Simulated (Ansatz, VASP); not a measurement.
**Two plane-wave programs on AlN**

```xyz
4
Lattice="3.1999 0.0000 0.0000 -1.5999 2.7712 0.0000 0.0000 0.0000 5.1279" Properties=species:S:1:pos:R:3 pbc="T T T"
Al    1.5999    0.9237    2.5615
Al    0.0000    1.8475    5.1254
N     1.5999    0.9237    4.5151
N     0.0000    1.8475    1.9511
```

Change from the starting cell: equal strain along all axes, cell held, atoms relaxed: +3.0 %.

Alike in both runs: functional r2SCAN; k mesh 12 × 12 × 6; occupations gaussian, width 0.02 eV; no spin polarisation.

Ansatz relaxed the structure, and its values are those at the end. VASP's run is a single point on that final structure, the one shown.

```csv
,VASP,Ansatz
version,VASP 6.6.1,Ansatz 0.2.0
potentials or method,"VASP PAW PBE potentials, release 64 (Al, N), cutoff 520 eV","scalar-relativistic, plane waves, PAW"
valence electrons in the cell,16,16
```

```tsv
	VASP	Ansatz	Ansatz less VASP
gap on the k mesh at the Fermi level (eV)	4.13	4.09	-0.035
least direct gap on the mesh (eV)	4.13	4.09	-0.035
pressure (GPa)	-16.1	-15.8	+0.39
```

VASP's potentials were made for PBE, not for r2SCAN. The functional is the same, so the differences come from potentials, cutoffs and numerics. Ansatz's warnings: stress scf threshold loose.
